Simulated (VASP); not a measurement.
Crystal: LiSi2C2.

```
Li Si C
1.0
     2.92033   -2.05470    0.00000
     2.92033    2.05470    0.00000
     0.00000    0.00000    4.10939
Li Si C
1 2 2
Direct
  0.85825 0.85825 0.52977
  0.50000 0.50000 0.27977
  0.50000 0.50000 0.72023
  0.18394 0.81606 0.00000
  0.81606 0.18394 0.00000
```

```yaml
Program: VASP 6.6.1
Task: relaxation of cell and atoms
Functional: PBE
Potentials_or_basis: VASP PAW PBE potentials, release 64 (Li_sv, Si, C)
Cutoff: 600 eV
k_mesh: 6 × 6 × 4
Occupations: gaussian, width 0.1 eV
Spin: no spin polarisation
```

At the start: pressure 56.5 GPa; volume 9.86 Å³/atom.

Question: Where does the relaxation end?

Answer: Over 70 steps the energy falls by 876.0 meV/atom and the volume is 15.06 Å³/atom (+52.7 %); space group Cm (No. 8, to 0.05 Å).

Step by step:
| step | energy change (eV) | largest force (eV/Å) | pressure (GPa) | volume (Å³) |
| --- | --- | --- | --- | --- |
| 1 | 0.0000 | 8.2569 | 56.53 | 49.32 |
| 3 | -1.9458 | 6.7928 | 17.77 | 58.86 |
| 5 | -2.2151 | 5.9281 | 25.55 | 54.68 |
| 7 | -2.3696 | 1.9141 | -11.95 | 74.03 |
| 9 | -3.2425 | 2.2534 | -1.84 | 63.11 |
| 11 | -3.5070 | 1.5060 | -0.59 | 63.44 |
| 13 | -3.6380 | 0.4361 | 5.29 | 63.31 |
| 15 | -3.8976 | 1.5634 | -0.30 | 72.40 |
| 17 | -3.9537 | 0.7089 | -1.51 | 74.43 |
| 19 | -4.0055 | 0.7229 | 1.04 | 74.89 |
| 21 | -4.0524 | 0.7760 | -0.18 | 76.24 |
| 23 | -4.0746 | 0.4882 | -1.33 | 76.85 |
| 25 | -4.1024 | 0.3602 | 0.15 | 76.45 |
| 27 | -4.1069 | 0.3896 | 0.21 | 76.48 |
| 29 | -4.1189 | 0.3867 | -0.75 | 76.77 |
| 31 | -4.1300 | 0.2950 | 0.26 | 76.30 |
| 33 | -4.1333 | 0.2397 | 0.63 | 76.20 |
| 35 | -4.1396 | 0.2937 | -0.32 | 76.60 |
| 37 | -4.1479 | 0.7047 | -0.55 | 76.71 |
| 39 | -4.1550 | 0.7202 | -0.42 | 76.69 |
| 41 | -4.1824 | 0.7758 | 0.06 | 76.59 |
| 43 | -4.1891 | 0.7990 | 0.19 | 76.53 |
| 45 | -4.2080 | 0.7468 | 0.49 | 76.57 |
| 47 | -4.2640 | 0.6370 | -0.51 | 77.11 |
| 49 | -4.2731 | 0.9179 | -1.15 | 77.38 |
| 51 | -4.3120 | 1.0519 | -0.50 | 76.94 |
| 53 | -4.3480 | 0.4003 | 1.24 | 76.24 |
| 55 | -4.3596 | 0.2436 | -0.39 | 76.82 |
| 57 | -4.3657 | 0.3658 | -0.13 | 76.39 |
| 59 | -4.3669 | 0.4806 | -0.01 | 76.20 |
| 61 | -4.3723 | 0.2566 | 0.27 | 75.88 |
| 63 | -4.3757 | 0.1701 | 0.71 | 75.36 |
| 65 | -4.3788 | 0.0832 | -0.11 | 75.47 |
| 67 | -4.3793 | 0.0750 | -0.13 | 75.44 |
| 69 | -4.3800 | 0.0505 | 0.04 | 75.31 |
| 70 | -4.3802 | 0.0389 | -0.01 | 75.31 |

Final structure:
```
CELL_PARAMETERS angstrom
4.05888 -2.01940 -0.38698
4.05888 2.01940 -0.38698
-0.49868 0.00000 4.64142
ATOMIC_POSITIONS crystal
Li 0.83489 0.83489 0.56902
Si 0.45258 0.45258 0.23716
Si 0.56466 0.56466 0.74739
C 0.17420 0.83193 0.98810
C 0.83193 0.17420 0.98810
```

Caveat: the k points lie up to 0.34 Å⁻¹ apart in the final cell; the cutoff is under 1.25 times the usual one of these potentials, so pressure, stress and relaxed cells hold a basis-set (Pulay) error; the volume moved by over 15 % at a fixed basis, so the end points are rough.
